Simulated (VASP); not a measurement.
**C: single point with PBE+D3(BJ)**

The system is C.

```
CELL_PARAMETERS angstrom
0.00000 7.39477 0.00000
6.40403 3.69739 -0.03237
0.66854 3.69739 -6.75136
ATOMIC_POSITIONS crystal
C 0.38891 0.72223 0.49994
C 0.38891 0.05556 0.49994
C 0.38891 0.38890 0.49994
C 0.05558 0.72223 0.49994
C 0.38891 0.55556 0.99994
C 0.05558 0.05556 0.49994
C 0.38891 0.88890 0.99994
C 0.05558 0.38890 0.49994
C 0.38891 0.22223 0.99994
C 0.72225 0.72223 0.49994
C 0.05558 0.55556 0.99994
C 0.72225 0.05556 0.49994
C 0.05558 0.88890 0.99994
C 0.72225 0.38890 0.49994
C 0.05558 0.22223 0.99994
C 0.72225 0.55556 0.99994
C 0.72225 0.88890 0.99994
C 0.72225 0.22223 0.99994
C 0.94442 0.11110 0.00006
C 0.94442 0.44444 0.00006
C 0.94442 0.77777 0.00006
C 0.61109 0.11110 0.00006
C 0.94442 0.94444 0.50006
C 0.61109 0.44444 0.00006
C 0.94442 0.27777 0.50006
C 0.61109 0.77777 0.00006
C 0.94442 0.61110 0.50006
C 0.27775 0.11110 0.00006
C 0.61109 0.94444 0.50006
C 0.27775 0.44444 0.00006
C 0.61109 0.27777 0.50006
C 0.27775 0.77777 0.00006
C 0.61109 0.61110 0.50006
C 0.27775 0.94444 0.50006
C 0.27775 0.27777 0.50006
C 0.27775 0.61110 0.50006
```

```json
{
  "Program": "VASP 6.6.1",
  "Task": "single point",
  "Functional": "PBE",
  "Dispersion": "D3(BJ)",
  "Potentials or basis": "VASP PAW PBE potentials, release 64 (C)",
  "Cutoff": "520 eV",
  "k mesh": "3 × 3 × 3",
  "Occupations": "gaussian, width 0.01 eV",
  "Spin": "no spin polarisation",
  "Dipole correction": "no",
  "Further INCAR settings": "LREAL = Auto; ALGO = Normal; EDIFF = 1e-06; NBANDS = 96"
}
```

The pressure is 0.4 GPa, the largest force is 0.025 eV/Å and the dispersion energy per atom is -0.155 eV.

Forces in eV/Å, atoms in the order of the input:
```
C    0.000  0.000  0.025
C    0.000  0.000  0.025
C    0.000  0.000  0.025
C    0.000  0.000  0.025
C    0.000  0.000  0.025
C    0.000  0.000  0.025
C    0.000  0.000  0.025
C    0.000  0.000  0.025
C    0.000  0.000  0.025
C    0.000  0.000  0.025
C    0.000  0.000  0.025
C    0.000  0.000  0.025
C    0.000  0.000  0.025
C    0.000  0.000  0.025
C    0.000  0.000  0.025
C    0.000  0.000  0.025
C    0.000  0.000  0.025
C    0.000  0.000  0.025
C    0.000  0.000 -0.025
C    0.000  0.000 -0.025
C    0.000  0.000 -0.025
C    0.000  0.000 -0.025
C    0.000  0.000 -0.025
C    0.000  0.000 -0.025
C    0.000  0.000 -0.025
C    0.000  0.000 -0.025
C    0.000  0.000 -0.025
C    0.000  0.000 -0.025
C    0.000  0.000 -0.025
C    0.000  0.000 -0.025
C    0.000  0.000 -0.025
C    0.000  0.000 -0.025
C    0.000  0.000 -0.025
C    0.000  0.000 -0.025
C    0.000  0.000 -0.025
C    0.000  0.000 -0.025
```

Stress tensor (GPa, compression positive):
```
 0.88  0.00 -0.02
 0.00  0.90  0.00
-0.02  0.00 -0.58
```

It took 12 min on 1 thread of Intel Xeon 8259CL, on a shared host, peak memory 0.53 GiB.
